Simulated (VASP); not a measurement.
Runs of VASP 6.6.1 on TaSi2. The structure is that of space group P4/mmm (No. 123), or close to it. The cells are those of the table. The cell was built from a structure type or drawn by symmetry, and may not be a known phase.

| task | cell | k mesh | cutoff (eV) | gap on the mesh (eV) | pressure (GPa) | relaxed volume (Å³/atom) |
| --- | --- | --- | --- | --- | --- | --- |
| single point | a = 3.338, b = 3.338, c = 4.934 Å, 3 atoms | 14 × 14 × 10 | 520 | none | -0.1 | - |
| relaxation of cell and atoms | relaxed from a = 3.325, b = 3.325, c = 4.949 Å, 3 atoms | 14 × 14 × 10 | 600 | none | 0.0 | 18.31 |
| single point | a = 3.325, b = 3.325, c = 4.949 Å, 3 atoms | 6 × 6 × 4 | 520 | none | 0.0 | - |
| relaxation of cell and atoms | relaxed from a = 3.628, b = 3.628, c = 4.404 Å, 3 atoms | 6 × 6 × 4 | 600 | none | 0.1 | 18.22 |
| single point | a = 3.628, b = 3.628, c = 4.404 Å, 3 atoms | 6 × 6 × 4 | 520 | none | (a) | - |

Alike in all rows: level PBE; potentials or basis VASP PAW PBE potentials, release 64 (Ta_pv, Si); no spin polarisation; smearing gaussian 0.1 eV.

Question: Estimate the missing entries.

Answer: (a) 3.2.

Caveats: spin-orbit coupling is left out, which moves the levels of the heavy elements; the cell stands under pressure (at least some runs).

A k mesh can miss the band edges, and the runs leave out spin-orbit coupling on Ta.

A gap of «none» marks levels without a gap at the run's occupations.
